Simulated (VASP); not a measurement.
Write the native input for VASP 6.6.1 that does the following.

```
Task                   : single point
Functional             : LDA
Potentials or basis    : VASP PAW LDA potentials, release 64 (Pb_d, O)
Cutoff                 : 520 eV
k mesh                 : 9 × 9 × 9
Occupations            : fermi-dirac, width 0.05 eV
Spin                   : no spin polarisation
Dipole correction      : no
Further INCAR settings : ALGO = Normal; EDIFF = 1e-06; NBANDS = 20
```

The structure of PbO2 lies in POSCAR:

```
PbO2
1.0
    0.0000000000      2.7019920000      2.7019920000
    2.7019920000      0.0000000000      2.7019920000
    2.7019920000      2.7019920000      0.0000000000
Pb O
1 2
Direct
    0.0000000000      0.0000000000      0.0000000000
    0.7500000000      0.7500000000      0.7500000000
    0.2500000000      0.2500000000      0.2500000000
```

One way to write it, as run:

INCAR

```
SYSTEM = PbO2
PREC = Accurate ; ENCUT = 520
EDIFF = 1E-6 ; ISMEAR = -1
SIGMA = 0.05 ; LREAL = .False.
LASPH = .True. ; NELM = 60
ALGO = Normal ; ISIF = 2
LWAVE = .False. ; LCHARG = .True.
GGA = CA ; LELF = .True.
LVHAR = .True. ; NBANDS = 20
```

KPOINTS

```
Automatic mesh
0
Gamma
  9 9 9
  0 0 0
```

Potentials or basis: VASP PAW LDA potentials, release 64 (Pb_d, O).

Launch:

```bash
$ cat potpaw_LDA.64/Pb_d/POTCAR potpaw_LDA.64/O/POTCAR > POTCAR
$ mpirun -np 1 vasp_std > vasp.out
```

It gave:

The pressure is -9.8 GPa and the band gap on the k mesh is zero (bands 13 and 14 overlap by 1.17 eV).

Caveat: the cell stands under tension; spin-orbit coupling is left out, which moves the levels of the heavy elements.

Wall time 32 s on 1 thread of Intel Xeon 8259CL, on a shared host, peak memory 0.16 GiB.
